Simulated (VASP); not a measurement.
HgTe: single point with PBE+D3(BJ)

The system is HgTe.

```
Hg Te
1.0
     0.00000    3.27276    3.27276
     3.27276    0.00000    3.27276
     3.27276    3.27276    0.00000
Hg Te
1 1
Direct
  0.00000 0.00000 0.00000
  0.25000 0.25000 0.25000
```

* Program: VASP 6.6.1
* Task: single point
* Functional: PBE
* Dispersion: D3(BJ)
* Potentials or basis: VASP PAW PBE potentials, release 64 (Hg, Te)
* Cutoff: 520 eV
* k mesh: 12 × 12 × 12
* Occupations: gaussian, width 0.1 eV
* Spin: no spin polarisation
* Dipole correction: no
* Further INCAR settings: ALGO = Normal; EDIFF = 1e-06; NBANDS = 16

* Pressure: 0.1 GPa
* Band gap on the k mesh: zero (filled and empty bands touch)
* Dispersion energy per atom: -0.345 eV

Levels at points of the mesh, in eV from the Fermi level:
```
           k point  band 5  band 6  band 7  band 8  band 9  band 10  band 11  band 12  band 13  band 14
(0.00, 0.00, 0.00)   -6.72   -6.72   -0.88   -0.07   -0.07    -0.07     4.23     4.23     4.23     6.43
(0.50, 0.00, 0.00)   -6.70   -6.44   -5.31   -0.98   -0.98     0.64     5.00     5.00     6.79     7.76
(0.50, 0.50, 0.00)   -6.66   -6.31   -5.30   -2.18   -2.18     1.84     2.52     8.02     8.64     8.64
```

It took 62 s on 1 thread of Intel(R) Xeon(R) Platinum 8259CL CPU @ 2.50GHz (Skylake/Cascade Lake), on a shared host, peak memory 0.26 GiB.

Caveat: spin-orbit coupling is left out, which moves the levels of the heavy elements; pairwise dispersion overbinds metals, which lowers pressure and volume.
